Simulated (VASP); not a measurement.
# CsLiCr2Te2S3 (R32) in VASP: notebook, part 2 of 2

VASP 6.6.1. The steps go on from the part before.

## (3) Single point, PBE, collinear spin, ferromagnetic start

This run uses another cell than the first one, of 19.77 Å³/atom.

INCAR reads:

```
SYSTEM = CsLiCr2Te2S3
ALGO = Normal
EDIFF = 1E-6
ENCUT = 520
GGA = PE
ISIF = 2
ISMEAR = -1
ISPIN = 2
LASPH = .True.
LCHARG = .True.
LELF = .True.
LMAXMIX = 4
LORBIT = 11
LREAL = .False.
LVHAR = .True.
LWAVE = .False.
MAGMOM = 0 0 3 3 0 0 0 0 0
NBANDS = 47
NELM = 150
PREC = Accurate
SIGMA = 0.05
```

KPOINTS reads:

```
k-points
0
Gamma
  4 4 4
  0 0 0
```

POSCAR reads:

```
CsLiCr2Te2S3
1.0
    3.0139984107      1.7401314239      5.6546069649
   -3.0139984107      1.7401314239      5.6546069649
    0.0000000000     -3.4802669573      5.6546057002
Cs Li Cr Te S
1 1 2 2 3
Direct
    0.0000000000      0.0000000000      0.0000000000
    0.5000000000      0.5000000000      0.5000000000
    0.7841537923      0.7841537923      0.7841537923
    0.2158462077      0.2158462077      0.2158462077
    0.6466547244      0.6466547244      0.6466547244
    0.3533452756      0.3533452756      0.3533452756
    0.1400899012      0.8599100988      0.5000000000
    0.5000000000      0.1400899012      0.8599100988
    0.8599100988      0.5000000000      0.1400899012
```

Potentials or basis: VASP PAW PBE potentials, release 64 (Cs_sv, Li_sv, Cr_pv, Te, S).

Command:

```sh
$ cat potpaw_PBE.64/Cs_sv/POTCAR potpaw_PBE.64/Li_sv/POTCAR potpaw_PBE.64/Cr_pv/POTCAR potpaw_PBE.64/Te/POTCAR potpaw_PBE.64/S/POTCAR > POTCAR
$ mpirun -np 1 vasp_std > vasp.out
```

OUTCAR:

```text
SYSTEM = CsLiCr2Te2S3
   EDIFF = 1E-6
   ENCUT = 520
   GGA = PE
   ISIF = 2
   ISMEAR = -1
   ISPIN = 2
   LASPH = .True.
   LORBIT = 11
   LREAL = .False.
   NELM = 150
   PREC = Accurate

 ion  position               nearest neighbor table
   1  0.000  0.000  0.000-
   2  0.500  0.500  0.500-   8 2.17   9 2.17   7 2.17   6 2.49   5 2.49
   3  0.784  0.784  0.784-   9 2.11   7 2.11   8 2.11   5 2.33
   4  0.216  0.216  0.216-   8 2.11   7 2.11   9 2.11   6 2.33
   5  0.647  0.647  0.647-   3 2.33   2 2.49   6 3.55   6 3.55   6 3.55
[... 1491 lines left out ...]
      0.00000     -0.00000     10.96973        -0.000000     -0.000000      0.032297
      0.00000     -0.00000      5.99409        -0.000000      0.000000     -0.032297
     -2.16954     -0.00000      8.48191        -0.008458     -0.000000      0.000000
      1.08477     -1.87888      8.48191         0.004229     -0.007325     -0.000000
      1.08477      1.87887      8.48191         0.004229      0.007325      0.000000
 -----------------------------------------------------------------------------------
    total drift:                               -0.000000     -0.000000      0.000000

  FREE ENERGIE OF THE ION-ELECTRON SYSTEM (eV)
  ---------------------------------------------------
  free  energy   TOTEN  =       -42.3256548541 eV

  energy  without entropy=      -42.2959426705  energy(sigma->0) =      -42.31079876

 total charge

# of ion       s       p       d       tot
------------------------------------------
    1        1.843   4.698   0.106   6.646
    2        2.045   0.112   0.000   2.157
    3        0.396   6.392   4.403  11.191
    4        0.396   6.392   4.403  11.191
    5        1.401   2.059   0.043   3.503
    6        1.401   2.059   0.043   3.503
    7        1.346   2.477   0.000   3.823
    8        1.346   2.477   0.000   3.823
    9        1.346   2.477   0.000   3.823
--------------------------------------------------
tot         11.521  29.142   8.999  49.661

 magnetization (x)

# of ion       s       p       d       tot
------------------------------------------
    1       -0.000  -0.005  -0.000  -0.006
    2        0.003   0.006   0.000   0.009
    3        0.026   0.033   1.882   1.941
    4        0.026   0.033   1.882   1.941
    5       -0.002  -0.109   0.007  -0.104
    6       -0.002  -0.109   0.007  -0.104
    7       -0.002  -0.047   0.000  -0.049
    8       -0.002  -0.047   0.000  -0.049
    9       -0.002  -0.047   0.000  -0.049
--------------------------------------------------
tot          0.043  -0.290   3.778   3.531
```

It took 4.8 min on 1 thread of Intel Xeon Platinum 8488C (Sapphire Rapids), shared host; peak memory 0.55 GiB.

What came out:

- Free energy: -42.3257 eV
- Largest force: 0.036 eV/Å
- Net moment: 3.93 μB per cell
- Site moments: Cs -0.01; Li +0.01; Cr +1.94; Te -0.10; S -0.05 μB
- Valence electrons inside the program's atomic spheres: Cs 6.65; Li 2.16; Cr 11.19; Te 3.50; S 3.82

Forces on the atoms (eV/Å):
```
Cs   0.000  0.000  0.000
Li   0.000  0.000  0.000
Cr   0.000  0.000 -0.036
Cr   0.000  0.000  0.036
Te   0.000  0.000  0.032
Te   0.000  0.000 -0.032
S   -0.008  0.000  0.000
S    0.004 -0.007  0.000
S    0.004  0.007  0.000
```

Caveat: the cutoff is under 1.25 times the usual one of these potentials, so pressure, stress and relaxed cells hold a basis-set (Pulay) error; only a ferromagnetic start was run, and an antiferromagnetic order may lie lower in energy.
